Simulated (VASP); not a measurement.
Wanted: the native input for a VASP 6.6.1 run.

| Quantity | Value |
| --- | --- |
| Task | single point |
| Functional | PBE |
| Potentials or basis | VASP PAW PBE potentials, release 64 (Zn, O) |
| Cutoff | 520 eV |
| k mesh | 9 × 9 × 6 |
| Occupations | gaussian, width 0.01 eV |
| Spin | no spin polarisation |
| Dipole correction | no |
| Further INCAR settings | ALGO = Normal; EDIFF = 1e-06; NBANDS = 26 |

The structure of ZnO lies in POSCAR:

```
ZnO
1.0
    3.2498000000      0.0000000000      0.0000000000
   -1.6249000000      2.8144093572      0.0000000000
    0.0000000000      0.0000000000      5.2066000000
Zn O
2 2
Direct
    0.3333333333      0.6666666667      0.0000000000
    0.6666666667      0.3333333333      0.5000000000
    0.3333333333      0.6666666667      0.3700000000
    0.6666666667      0.3333333333      0.8700000000
```

One way to write it, as run:

INCAR

```
PREC     = Accurate       # precision mode
ENCUT    = 520            # plane-wave cutoff, eV
EDIFF    = 1E-6           # SCF threshold, eV
ISMEAR   = 0              # smearing method
SIGMA    = 0.01           # smearing width, eV
LREAL    = F              # projectors in reciprocal space
LASPH    = T              # aspherical terms in the spheres
NELM     = 100            # most SCF steps
ALGO     = Normal         # electronic algorithm
ISIF     = 2              # what is computed and relaxed
LWAVE    = F              # write WAVECAR
LCHARG   = T              # write CHGCAR
GGA      = PE             # functional
LELF     = T              # ELF
LVHAR    = T            
NBANDS   = 26             # bands
```

KPOINTS

```
Automatic mesh
0
Gamma
  9 9 6
```

Potentials or basis: VASP PAW PBE potentials, release 64 (Zn, O).

The run is started by

```console
$ cat potpaw_PBE.64/Zn/POTCAR potpaw_PBE.64/O/POTCAR > POTCAR
$ mpirun -np 1 vasp_std > vasp.out
```

It gave:

The pressure is 6.2 GPa and the largest force is 0.468 eV/Å. The band gap on the k mesh is 0.80 eV, direct.

Wall time 110 s on 1 thread of AMD EPYC 7R13, on a shared host, peak memory 0.16 GiB.
